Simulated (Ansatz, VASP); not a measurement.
**La: VASP beside Ansatz**

```
CELL_PARAMETERS angstrom
3.73566 0.00000 0.00000
0.00000 3.73351 0.00000
0.00000 0.00000 5.26173
ATOMIC_POSITIONS crystal
La 0.00000 0.00000 0.24998
La 0.50000 0.50000 0.75002
```

Alike in both runs: functional PBE; k mesh 6 × 6 × 4; occupations gaussian, width 0.1 eV; no spin polarisation.

Ansatz relaxed the structure, and its values are those at the end. VASP's run is a single point on that final structure, the one shown.

|  | VASP | Ansatz |
| --- | --- | --- |
| version | VASP 6.6.1 | Ansatz 0.2.0 |
| potentials or method | VASP PAW PBE potentials, release 64 (La), cutoff 520 eV | scalar-relativistic, plane waves, PAW |
| valence electrons in the cell | 22 | 22 |

```csv
,VASP,Ansatz,Ansatz less VASP
gap on the k mesh at the Fermi level (eV),none,none,-
pressure (GPa),0.1,0.0,-0.07
```

A gap of «none» marks a metal or a gap that the smearing closes.

Neither program's run includes spin-orbit coupling.
